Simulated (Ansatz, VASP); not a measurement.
**One calculation of CaH8, two programs**

```
CELL_PARAMETERS angstrom
3.13454 -2.14965 -0.12307
3.13454 2.14965 -0.12307
-1.41308 0.00000 5.05479
ATOMIC_POSITIONS crystal
Ca 0.50000 0.50000 0.00000
H 0.00000 0.50000 0.50000
H 0.50000 0.00000 0.50000
H 0.33282 0.83436 0.50113
H 0.16564 0.66718 0.49887
H 0.66718 0.16564 0.49887
H 0.83436 0.33282 0.50113
H 0.15495 0.15495 0.00010
H 0.84505 0.84505 0.99990
```

Alike in both runs: functional PBE; k mesh 12 × 12 × 8; occupations gaussian, width 0.1 eV; no spin polarisation.

Ansatz relaxed the structure, and its values are those at the end. VASP's run is a single point on that final structure, the one shown.

|  | VASP | Ansatz |
| --- | --- | --- |
| version | VASP 6.6.1 | Ansatz 0.2.0 |
| potentials or method | VASP PAW PBE potentials, release 64 (Ca_sv, H), cutoff 520 eV | scalar-relativistic, plane waves, PAW |
| valence electrons in the cell | 18 | 18 |

Ansatz gave:

```
gap on the k mesh at the Fermi level (eV) : none
pressure (GPa)                            : 0.0
```

Task: Which values does VASP return?

Result: gap on the k mesh at the Fermi level (eV): none; pressure (GPa): -0.2.

A gap of «none» marks a metal or a gap that the smearing closes. The functional is the same, so the differences come from potentials, cutoffs and numerics.
